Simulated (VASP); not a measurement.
# Al (Im-3m) in VASP: notebook

The runs below take Al through single point, with r2SCAN.

Program: VASP 6.6.1. These are calculated values, not measurements. Logs are shortened: lines on timing, memory, paths and dates and some standing lists are left out, and cuts for length are marked.

**1. The cell of the first run**

Symmetry: Im-3m, No. 229, cubic system. Conventional cell: a = 3.139 Å, b = 3.139 Å, c = 3.139 Å, α = 90.00°, β = 90.00°, γ = 90.00°. Al (site symmetry m-3m) has 14 Al at 2.72 to 3.14 Å within 3.6 Å.

**2. Single point, r2SCAN**

Contents of POSCAR:

```
Al
1.0
   -1.5697130985      1.5697130985      1.5697130985
    1.5697130985     -1.5697130985      1.5697130985
    1.5697130985      1.5697130985     -1.5697130985
Al
1
Direct
    0.0000000000      0.0000000000      0.0000000000
```

Contents of INCAR.step1:

```
ALGO = Normal ; EDIFF = 1E-4
ENCUT = 520 ; GGA = PE
ISMEAR = -1 ; LASPH = True
LCHARG = False ; LREAL = False
LWAVE = True ; NBANDS = 8
NELM = 60 ; PREC = Accurate
SIGMA = 0.05
```

Contents of INCAR.step2:

```
ALGO = Normal ; EDIFF = 1E-6
ENCUT = 520 ; ISIF = 2
ISMEAR = -1 ; ISTART = 1
LASPH = True ; LCHARG = False
LMIXTAU = True ; LREAL = False
LWAVE = False ; METAGGA = R2SCAN
NBANDS = 8 ; NELM = 60
PREC = Accurate ; SIGMA = 0.05
```

Contents of KPOINTS:

```
k-points
0
Gamma
  12 12 12
```

Potentials or basis: VASP PAW PBE potentials, release 64 (Al).

On the command line:

```bash
$ cat potpaw_PBE.64/Al/POTCAR > POTCAR
$ cp INCAR.step1 INCAR
$ mpirun -np 1 vasp_std > vasp.out
$ cp INCAR.step2 INCAR
$ mpirun -np 1 vasp_std > vasp.out
```

OUTCAR:

```text
EDIFF = 1E-6
   ENCUT = 520
   ISIF = 2
   ISMEAR = -1
   ISTART = 1
   LASPH = True
   LREAL = False
   METAGGA = R2SCAN
   NELM = 60
   PREC = Accurate

 ion  position               nearest neighbor table
   1  0.000  0.000  0.000-

  LATTYP: Found a body centered cubic cell.
 ALAT       =     3.1394261970

  Lattice vectors:

 A1 = (  -1.5697130985,   1.5697130985,   1.5697130985)
 A2 = (   1.5697130985,  -1.5697130985,   1.5697130985)
 A3 = (   1.5697130985,   1.5697130985,  -1.5697130985)

Analysis of symmetry for initial positions (statically):
=====================================================================
 Subroutine PRICEL returns:
 Original cell was already a primitive cell.

 Routine SETGRP: Setting up the symmetry group for a
 body centered cubic supercell.

 Subroutine GETGRP returns: Found 48 space group operations
 (whereof 48 operations were pure point group operations)
 out of a pool of 48 trial point group operations.

The static configuration has the point symmetry O_h .

Analysis of symmetry for dynamics (positions and initial velocities):
=====================================================================
 Subroutine PRICEL returns:
 Original cell was already a primitive cell.

 Routine SETGRP: Setting up the symmetry group for a
 body centered cubic supercell.

 Subroutine GETGRP returns: Found 48 space group operations
 (whereof 48 operations were pure point group operations)
 out of a pool of 48 trial point group operations.

The dynamic configuration has the point symmetry O_h .

 Subroutine INISYM returns: Found 48 space group operations
 (whereof 48 operations are pure point group operations),
 and found     1 'primitive' translations

----------------------------------------------------------------------------------------

                                     Primitive cell

  volume of cell :      15.4711

  direct lattice vectors                    reciprocal lattice vectors
    -1.569713099  1.569713099  1.569713099     0.000000000  0.318529546  0.318529546
     1.569713099 -1.569713099  1.569713099     0.318529546  0.000000000  0.318529546
     1.569713099  1.569713099 -1.569713099     0.318529546  0.318529546  0.000000000

  length of vectors
     2.718822840  2.718822840  2.718822840     0.450468803  0.450468803  0.450468803

  position of ions in fractional coordinates (direct lattice)
     0.000000000  0.000000000  0.000000000

  ion indices of the primitive-cell ions
   primitive index   ion index
                 1           1

----------------------------------------------------------------------------------------

 KPOINTS: k-points

Automatic generation of k-mesh.
 Grid dimensions read from file:
 generate k-points for:   12   12   12

 Generating k-lattice:

  Cartesian coordinates                     Fractional coordinates (reciprocal lattice)
     0.000000000  0.026544129  0.026544129     0.083333333  0.000000000  0.000000000
     0.026544129  0.000000000  0.026544129     0.000000000  0.083333333  0.000000000
     0.026544129  0.026544129  0.000000000     0.000000000  0.000000000  0.083333333

  Length of vectors
     0.037539067  0.037539067  0.037539067

  Shift w.r.t. Gamma in fractional coordinates (k-lattice)
     0.000000000  0.000000000  0.000000000

 Subroutine IBZKPT returns following result:
 ===========================================

 Found     72 irreducible k-points:

 Following reciprocal coordinates:
            Coordinates               Weight
  0.000000  0.000000  0.000000      1.000000
  0.083333  0.000000  0.000000     12.000000
  0.166667  0.000000  0.000000     12.000000
  0.250000  0.000000  0.000000     12.000000
  0.333333  0.000000  0.000000     12.000000
  0.416667  0.000000  0.000000     12.000000
[... 16 lines left out ...]
  0.333333  0.083333  0.083333     24.000000
  0.416667  0.083333  0.083333     12.000000
 [... further k-points ...]
   k-points           NKPTS =     72   k-points in BZ     NKDIM =     72   number of bands    NBANDS=      8
   number of dos      NEDOS =    301   number of ions     NIONS =      1
   total plane-waves  NPLWV =   8000
   dimension x,y,z NGX =    20 NGY =   20 NGZ =   20
   dimension x,y,z NGXF=    40 NGYF=   40 NGZF=   40
   ions per type =               1
   NGX,Y,Z   is equivalent  to a cutoff of  12.23, 12.23, 12.23 a.u.
   NGXF,Y,Z  is equivalent  to a cutoff of  24.46, 24.46, 24.46 a.u.
 SYSTEM =  unknown system
   PREC   = accura    normal or accurate (medium, high low for compatibility)
   ISTART =      1    job   : 0-new  1-cont  2-samecut
   ICHARG =      0    charge: 1-file 2-atom 10-const
   ISPIN  =      1    spin polarized calculation?
   LNONCOLLINEAR =      F non collinear calculations
   LSORBIT =      F    spin-orbit coupling
   LASPH  =      T    aspherical Exc in radial PAW
   ENCUT  =  520.0 eV  38.22 Ry    6.18 a.u.   5.06  5.06  5.06*2*pi/ulx,y,z
   NELM   =     60;   NELMIN=  2; NELMDL=  0     # of ELM steps
   EDIFF  = 0.1E-05   stopping-criterion for ELM
   LREAL  =      F    real-space projection
   EDIFFG = 0.1E-04   stopping-criterion for IOM
   NSW    =      0    number of steps for IOM
   IBRION =     -1    ionic relax: 0-MD 1-quasi-New 2-CG
   NFREE  =      0    steps in history (QN), initial steepest desc. (CG)
   ISIF   =      2    stress and relaxation
   ISYM   =      2    0-nonsym 1-usesym 2-fastsym
   POTIM  = 0.5000    time-step for ionic-motion
   TEBEG  =    0.0;   TEEND  =   0.0 temperature during run
   PSTRESS=    0.0 pullay stress
   NELECT =       3.0000    total number of electrons
   NUPDOWN=      -1.0000    fix difference up-down
   EMIN   =  10.00;   EMAX   =-10.00  energy-range for DOS
   EFERMI =   0.00;   METHOD = LEGACY
   ISMEAR =    -1;   SIGMA  =   0.05  broadening in eV -4-tet -1-fermi 0-gaus
   EFERMI_NEDOS =   21; number of points for ismear=-14 and -15
   IALGO  =     38    algorithm
   IMIX   =      4    mixing-type and parameters
     AMIX     =   0.40;   BMIX     =  1.00
     AMIX_MAG =   1.60;   BMIX_MAG =  1.00
  volume/ion in A,a.u.               =      15.47       104.40
  Fermi-wavevector in a.u.,A,eV,Ry     =   0.947563  1.790635 12.216351  0.897877
  Thomas-Fermi vector in A             =   2.075669
   LORBIT       =      0    0 simple, 1 ext, 2 COOP (PROOUT), +10 PAW based schemes
   METAGGA = R2SCAN    functional components
   LHFCALC =     F    Hartree Fock is set to
   AEXX    =    0.0000 exact exchange contribution
   IVDW    =     0    specifies the selected vdW correction
   LEPSILON=     F    determine dielectric tensor
   LRPA    =     F    only Hartree local field effects (RPA)
 non-spin polarized calculation
  energy-cutoff  :      520.00
  volume of cell :       15.47
 maximum number of plane-waves:       430
   NGX = 11   NGY = 11   NGZ = 11

 number of electron       3.0000000 magnetization

 Free energy of the ion-electron system (eV)
  ---------------------------------------------------
  ext. energy  EPLUGINS =         0.00000000
  ---------------------------------------------------
  free energy    TOTEN  =        -6.61277360 eV

  energy without entropy =       -6.60883612  energy(sigma->0) =       -6.61080486

 E-fermi :   8.7137     XC(G=0): -11.1602

 val. band max:        8.6962170778   @ k =  -0.3333   0.5000   0.1667
 cond. band min:       8.7618118003   @ k =  -0.4167   0.4167   0.2500
 fundamental gap:      0.0655947225
 Fermi energy:         8.7137221188

 k-point     1 :       0.0000    0.0000    0.0000
  band No.  band energies     occupation
      1      -3.6022      2.00000
      2      23.1617      0.00000
      3      23.1617      0.00000
      4      23.1617      0.00000
      5      25.6702      0.00000
      6      25.6702      0.00000
      7      25.6702      0.00000
      8      26.5018      0.00000

 k-point     2 :       0.0833    0.0000    0.0000
  band No.  band energies     occupation
      1      -3.3807      2.00000
      2      20.9508      0.00000
      3      22.1392      0.00000
      4      22.3040      0.00000
      5      24.4469      0.00000
      6      25.1856      0.00000
      7      26.2250      0.00000
      8      26.8997      0.00000

 k-point     3 :       0.1667    0.0000    0.0000
  band No.  band energies     occupation
      1      -2.7185      2.00000
      2      17.1830      0.00000
      3      20.7304      0.00000
      4      20.7880      0.00000
      5      22.8549      0.00000
      6      24.0829      0.00000
      7      27.1207      0.00000
      8      27.4550      0.00000

 k-point     4 :       0.2500    0.0000    0.0000
  band No.  band energies     occupation
      1      -1.6221      2.00000
      2      13.4651      0.00000
      3      19.4184      0.00000
      4      19.5762      0.00000
      5      21.5439      0.00000
      6      23.0911      0.00000
      7      28.2844      0.00000
      8      28.3462      0.00000

 k-point     5 :       0.3333    0.0000    0.0000
  band No.  band energies     occupation
      1      -0.1026      2.00000
      2      10.0357      0.00000
      3      18.3921      0.00000
      4      18.7436      0.00000
      5      20.5928      0.00000
      6      22.2810      0.00000
      7      29.3936      0.00000
      8      29.9263      0.00000
[... 177 lines left out ...]
 k-point    22 :       0.2500    0.0833    0.0833
  band No.  band energies     occupation
      1       0.3281      2.00000
      2      10.4088      0.00000
      3      14.8290      0.00000
      4      16.0036      0.00000
      5      24.8466      0.00000
      6      25.4779      0.00000
      7      29.6490      0.00000
      8      30.1130      0.00000

 k-point    23 :       0.3333    0.0833    0.0833
  band No.  band energies     occupation
      1       2.2418      2.00000
      2       7.3609      2.00000
      3      14.2105      0.00000
      4      15.4382      0.00000
      5      24.3090      0.00000
      6      25.0584      0.00000
      7      30.9427      0.00000
      8      32.0388      0.00000

 k-point    24 :       0.4167    0.0833    0.0833
  band No.  band energies     occupation
      1       4.1662      2.00000
      2       5.0566      2.00000
      3      14.0039      0.00000
      4      15.2489      0.00000
      5      24.1245      0.00000
      6      24.9101      0.00000
      7      31.7021      0.00000
      8      33.3943      0.00000

 [... further k-points ...]

------------------------ aborting loop because EDIFF is reached ----------------------------------------

  FORCE on cell =-STRESS in cart. coord.  units (eV):
  Direction    XX          YY          ZZ          XY          YZ          ZX
  --------------------------------------------------------------------------------------
  -------------------------------------------------------------------------------------
  Total        0.3712501      0.3712501      0.3712501      0.0000000      0.0000000     -0.0000000
  in kB       38.4464526     38.4464526     38.4464526      0.0000000      0.0000000     -0.0000000
  external PRESSURE =      38.4464526 kB  Pullay stress =       0.0000000 kB

 VOLUME and BASIS-vectors are now :
 -----------------------------------------------------------------------------
  energy-cutoff  :      520.00
  volume of cell :       15.47
      direct lattice vectors                 reciprocal lattice vectors
    -1.569713099  1.569713099  1.569713099     0.000000000  0.318529546  0.318529546
     1.569713099 -1.569713099  1.569713099     0.318529546  0.000000000  0.318529546
     1.569713099  1.569713099 -1.569713099     0.318529546  0.318529546  0.000000000

 POSITION                                       TOTAL-FORCE (eV/Angst)
 -----------------------------------------------------------------------------------
      0.00000      0.00000      0.00000        -0.000000      0.000000     -0.000000
 -----------------------------------------------------------------------------------
    total drift:                                0.000000      0.000000     -0.000000

  FREE ENERGIE OF THE ION-ELECTRON SYSTEM (eV)
  ---------------------------------------------------
  free  energy   TOTEN  =        -6.6127735971 eV

  energy  without entropy=       -6.6088361191  energy(sigma->0) =       -6.61080486
```

Wall time 11 s (1 thread of Intel Xeon 6975P-C (Granite Rapids), shared host); peak memory 0.12 GiB.

Results:

```
Free energy : -6.6128 eV
Pressure    : 3.8 GPa
```

Caveat: the PAW data sets were made with another functional, which shifts forces and pressure a little.

**3. Single point, r2SCAN**

This run uses another cell than the first one, of 15.79 Å³/atom, 1.021 times its volume.

Contents of POSCAR:

```
Al
1.0
   -1.5805390481      1.5805390481      1.5805390481
    1.5805390481     -1.5805390481      1.5805390481
    1.5805390481      1.5805390481     -1.5805390481
Al
1
Direct
    0.0000000000      0.0000000000      0.0000000000
```

Contents of INCAR.step1:

```
PREC = Accurate
ENCUT = 520
ISMEAR = -1
SIGMA = 0.05
LREAL = False
LASPH = True
NELM = 100
NBANDS = 8
GGA = PE
ALGO = Normal
EDIFF = 1E-4
LWAVE = True
LCHARG = False
```

Contents of INCAR.step2:

```
PREC = Accurate
ENCUT = 520
EDIFF = 1E-7
ISMEAR = -1
SIGMA = 0.05
LREAL = False
LASPH = True
NELM = 100
ALGO = Normal
ISIF = 2
LWAVE = False
LCHARG = False
METAGGA = R2SCAN
LMIXTAU = True
NBANDS = 8
ISTART = 1
```

Contents of KPOINTS:

```
regular mesh
0
Gamma
  12 12 12
```

Potentials or basis: VASP PAW PBE potentials, release 64 (Al).

On the command line:

```bash
$ cat potpaw_PBE.64/Al/POTCAR > POTCAR
$ cp INCAR.step1 INCAR
$ mpirun -np 1 vasp_std > vasp.out
$ cp INCAR.step2 INCAR
$ mpirun -np 1 vasp_std > vasp.out
```

It took 13 s on 1 thread of Intel Xeon 6975P-C (Granite Rapids), shared host; peak memory 0.12 GiB.

It converged, with:

```yaml
Free_energy: -6.6184 eV
Pressure: 1.9 GPa
```

Levels at points of the mesh, in eV from the Fermi level:
```csv
k point,band 1,band 2,band 3,band 4,band 5
"(0.00, 0.00, 0.00)",-12.17,14.31,14.31,14.31,16.62
"(0.50, 0.00, 0.00)",-4.88,-4.05,8.79,9.19,10.96
"(0.50, 0.50, 0.50)",2.09,2.09,2.09,2.90,2.90
```

Caveat: the PAW data sets were made with another functional, which shifts forces and pressure a little.

**4. Single point, r2SCAN**

This run uses another cell than the first one, of 16.44 Å³/atom, 1.062 times its volume.

Contents of POSCAR:

```
Al
1.0
   -1.6017568692      1.6017568692      1.6017568692
    1.6017568692     -1.6017568692      1.6017568692
    1.6017568692      1.6017568692     -1.6017568692
Al
1
Direct
    0.0000000000      0.0000000000      0.0000000000
```

Contents of INCAR.step1:

```
ALGO = Normal
EDIFF = 1E-4
ENCUT = 520
GGA = PE
ISMEAR = -1
LASPH = T
LCHARG = F
LREAL = F
LWAVE = T
NBANDS = 8
NELM = 80
PREC = Accurate
SIGMA = 0.05
```

Contents of INCAR.step2:

```
ALGO = Normal
EDIFF = 1E-7
ENCUT = 520
ISIF = 2
ISMEAR = -1
ISTART = 1
LASPH = T
LCHARG = F
LMIXTAU = T
LREAL = F
LWAVE = F
METAGGA = R2SCAN
NBANDS = 8
NELM = 80
PREC = Accurate
SIGMA = 0.05
```

Contents of KPOINTS:

```
k-points
0
Gamma
  12 12 12
```

On the command line:

```bash
$ cat potpaw_PBE.64/Al/POTCAR > POTCAR
$ cp INCAR.step1 INCAR
$ mpirun -np 1 vasp_std > vasp.out
$ cp INCAR.step2 INCAR
$ mpirun -np 1 vasp_std > vasp.out
```

Wall time 13 s (1 thread of Intel Xeon 6975P-C (Granite Rapids), shared host); peak memory 0.13 GiB.

The run converged. Its results:

| Property | Result |
| --- | --- |
| Free energy | -6.6189 eV |
| Pressure | -1.5 GPa |

Levels at points of the mesh, in eV from the Fermi level:
| k point | band 1 | band 2 | band 3 | band 4 | band 5 | band 6 |
| --- | --- | --- | --- | --- | --- | --- |
| (0.00, 0.00, 0.00) | -11.88 | 14.07 | 14.07 | 14.07 | 15.98 | 15.98 |
| (0.50, 0.00, 0.00) | -4.72 | -4.00 | 8.70 | 8.86 | 10.67 | 12.30 |
| (0.50, 0.50, 0.50) | 2.02 | 2.02 | 2.02 | 2.97 | 2.97 | 6.53 |

Caveat: the PAW data sets were made with another functional, which shifts forces and pressure a little.

**5. Single point, r2SCAN**

This run uses another cell than the first one, of 16.76 Å³/atom, 1.083 times its volume.

Contents of POSCAR:

```
Al
1.0
   -1.6121581793      1.6121581793      1.6121581793
    1.6121581793     -1.6121581793      1.6121581793
    1.6121581793      1.6121581793     -1.6121581793
Al
1
Direct
    0.0000000000      0.0000000000      0.0000000000
```

Contents of INCAR.step1:

```
  PREC = Accurate
  ENCUT = 520
  ISMEAR = -1
  SIGMA = 0.05
  LREAL = F
  LASPH = T
  NELM = 100
  NBANDS = 8
  GGA = PE
  ALGO = Normal
  EDIFF = 1E-4
  LWAVE = T
  LCHARG = F
```

Contents of INCAR.step2:

```
  PREC = Accurate
  ENCUT = 520
  EDIFF = 1E-6
  ISMEAR = -1
  SIGMA = 0.05
  LREAL = F
  LASPH = T
  NELM = 100
  ALGO = Normal
  ISIF = 2
  LWAVE = F
  LCHARG = T
  METAGGA = R2SCAN
  LMIXTAU = T
  LELF = T
  LVHAR = T
  NBANDS = 8
  ISTART = 1
```

Contents of KPOINTS:

```
Automatic mesh
0
Gamma
  12 12 12
```

On the command line:

```bash
$ cat potpaw_PBE.64/Al/POTCAR > POTCAR
$ cp INCAR.step1 INCAR
$ mpirun -np 1 vasp_std > vasp.out
$ cp INCAR.step2 INCAR
$ mpirun -np 1 vasp_std > vasp.out
```

Run time: 10 s. Hardware: 1 thread of Intel Xeon 6975P-C (Granite Rapids), shared host; peak memory 0.13 GiB.

The run converged. Its results:

| Quantity | Value |
| --- | --- |
| Free energy | -6.6145 eV |
| Pressure | -2.9 GPa |

Levels at points of the mesh, in eV from the Fermi level:
```tsv
k point	band 1	band 2	band 3	band 4
(0.00, 0.00, 0.00)	-11.74	13.95	13.95	13.95
(0.50, 0.00, 0.00)	-4.64	-3.98	8.66	8.71
(0.50, 0.50, 0.50)	1.99	1.99	1.99	3.01
```

Caveat: the PAW data sets were made with another functional, which shifts forces and pressure a little.

**6. Single point, r2SCAN**

This run uses another cell than the first one, of 17.08 Å³/atom, 1.104 times its volume.

Contents of POSCAR:

```
Al
1.0
   -1.6224269796      1.6224269796      1.6224269796
    1.6224269796     -1.6224269796      1.6224269796
    1.6224269796      1.6224269796     -1.6224269796
Al
1
Direct
    0.0000000000      0.0000000000      0.0000000000
```

Contents of INCAR.step1:

```
SYSTEM = Al
PREC = Accurate ; ENCUT = 520
ISMEAR = -1 ; SIGMA = 0.05
LREAL = .False. ; LASPH = .True.
NELM = 100 ; NBANDS = 8
GGA = PE ; ALGO = Normal
EDIFF = 1E-4 ; LWAVE = .True.
LCHARG = .False.
```

Contents of INCAR.step2:

```
SYSTEM = Al
PREC = Accurate ; ENCUT = 520
EDIFF = 1E-6 ; ISMEAR = -1
SIGMA = 0.05 ; LREAL = .False.
LASPH = .True. ; NELM = 100
ALGO = Normal ; ISIF = 2
LWAVE = .False. ; LCHARG = .True.
METAGGA = R2SCAN ; LMIXTAU = .True.
LELF = .True. ; LVHAR = .True.
NBANDS = 8 ; ISTART = 1
```

Contents of KPOINTS:

```
Automatic mesh
0
Gamma
  12 12 12
  0 0 0
```

Potentials or basis: VASP PAW PBE potentials, release 64 (Al).

On the command line:

```bash
$ cat potpaw_PBE.64/Al/POTCAR > POTCAR
$ cp INCAR.step1 INCAR
$ mpirun -np 1 vasp_std > vasp.out
$ cp INCAR.step2 INCAR
$ mpirun -np 1 vasp_std > vasp.out
```

Run time: 10 s. Hardware: 1 thread of Intel Xeon 6975P-C (Granite Rapids), shared host; peak memory 0.14 GiB.

Results (log left out):

- Free energy: -6.6074 eV
- Pressure: -4.1 GPa

Levels at points of the mesh, in eV from the Fermi level:
| k point | band 1 | band 2 | band 3 | band 4 | band 5 |
| --- | --- | --- | --- | --- | --- |
| (0.00, 0.00, 0.00) | -11.60 | 13.84 | 13.84 | 13.84 | 15.40 |
| (0.50, 0.00, 0.00) | -4.56 | -3.95 | 8.57 | 8.62 | 10.41 |
| (0.50, 0.50, 0.50) | 1.96 | 1.96 | 1.96 | 3.05 | 3.05 |

Caveat: the PAW data sets were made with another functional, which shifts forces and pressure a little.

**7. Summary**

```csv
cell,gap on the mesh (eV),pressure (GPa)
"a = 2.719 Å, angles 109.5°, 1 atom",none,3.8
"a = 2.738 Å, angles 109.5°, 1 atom",none,1.9
"a = 2.774 Å, angles 109.5°, 1 atom",none,-1.5
"a = 2.792 Å, angles 109.5°, 1 atom",none,-2.9
"a = 2.810 Å, angles 109.5°, 1 atom",none,-4.1
```

Alike in all rows: task single point; level r2SCAN; potentials or basis VASP PAW PBE potentials, release 64 (Al); no spin polarisation; k mesh 12 × 12 × 12; cutoff (eV) 520; smearing fermi-dirac 0.05 eV.

Caveats: the PAW data sets were made with another functional, which shifts forces and pressure a little.

Total energies depend on the potentials used, so only differences within one code and one set of settings carry meaning.
